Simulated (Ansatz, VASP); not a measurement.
**FeCo3Ge4: VASP beside Ansatz**

```
CELL_PARAMETERS angstrom
5.97260 -1.89673 0.26055
5.97260 1.89673 0.26055
-1.01338 0.00000 4.74288
ATOMIC_POSITIONS crystal
Fe 0.00000 0.00000 0.00000
Co 0.00000 0.00000 0.50000
Co 0.80535 0.80535 0.67708
Co 0.19465 0.19465 0.32292
Ge 0.18484 0.18484 0.81557
Ge 0.81516 0.81516 0.18443
Ge 0.42793 0.42793 0.71892
Ge 0.57206 0.57206 0.28108
```

Alike in both runs: functional PBE; k mesh 4 × 4 × 4; occupations gaussian, width 0.1 eV; collinear spin.

Ansatz relaxed the structure, and its values are those at the end. VASP's run is a single point on that final structure, the one shown.

|  | VASP | Ansatz |
| --- | --- | --- |
| version | VASP 6.6.1 | Ansatz 0.2.0 |
| potentials or method | VASP PAW PBE potentials, release 64 (Fe, Co, Ge_d), cutoff 520 eV | scalar-relativistic, plane waves, PAW |
| valence electrons in the cell | 91 | 123 |

|  | VASP | Ansatz | Ansatz less VASP |
| --- | --- | --- | --- |
| gap on the k mesh at the Fermi level (eV) | none | none | - |
| pressure (GPa) | 0.1 | 0.1 | -0.07 |
| rms of the force components (eV/Å) | 0.007 | 0.001 | -0.0056 |
| net moment per atom (μB) | 0.19 | 0.20 | +0.002 |
| size of the moment on the site where the two differ most (μB) | 0.51 | 0.53 | +0.020 |

Site moments also hang on the region over which each program counts them. A gap of «none» marks a metal or a gap that the smearing closes. With one functional, cell and mesh, what is left measures potentials, basis and numerics. VASP's potentials hold 91 valence electrons a cell and Ansatz's 123, so a difference there can come from the potentials and not from the codes. Ansatz's warnings: seeded moment not kept.

The k mesh is coarse, so the values compare programs but aren't converged.
